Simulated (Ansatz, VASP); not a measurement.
# Two plane-wave programs on C

```
C
1.0
     0.00000    3.55380   -3.55380
    -3.55380    0.00000   -3.55380
    -3.55380    3.55380    0.00000
C
15
Direct
  0.25000 0.75000 0.25000
  0.75000 0.25000 0.25000
  0.25000 0.25000 0.25000
  0.75000 0.75000 0.75000
  0.25000 0.75000 0.75000
  0.75000 0.25000 0.75000
  0.25000 0.25000 0.75000
  0.87500 0.37500 0.37500
  0.37500 0.37500 0.37500
  0.78792 0.78792 0.40854
  0.37500 0.87500 0.37500
  0.87500 0.37500 0.87500
  0.37500 0.37500 0.87500
  0.87500 0.87500 0.87500
  0.37500 0.87500 0.87500
```

Change from the starting cell: C vacancy; atom 10 moved 0.375 of the way to it and +0.350 Å across, host rigid.

Alike in both runs: task single point; functional PBEsol; k mesh 6 × 6 × 6; occupations gaussian, width 0.05 eV; no spin polarisation.

|  | VASP | Ansatz |
| --- | --- | --- |
| version | VASP 6.6.1 | Ansatz 0.2.0 |
| potentials or method | VASP PAW PBE potentials, release 64 (C), cutoff 520 eV | scalar-relativistic, plane waves, PAW |
| valence electrons in the cell | 60 | 60 |

|  | VASP | Ansatz | Ansatz less VASP |
| --- | --- | --- | --- |
| gap on the k mesh at the Fermi level (eV) | none | none | - |
| pressure (GPa) | -8.5 | -9.6 | -1.05 |
| traceless stress, the component that is largest in VASP (GPa) | -16.30 | -16.31 | -0.014 |
| rms of the force components (eV/Å) | 1.491 | 1.497 | +0.0068 |

VASP's potentials were made for PBE, not for PBEsol, and Ansatz warns of the same on its side. Atom by atom the forces differ by 0.014 eV/Å (rms over components). A gap of «none» marks a metal or a gap that the smearing closes.
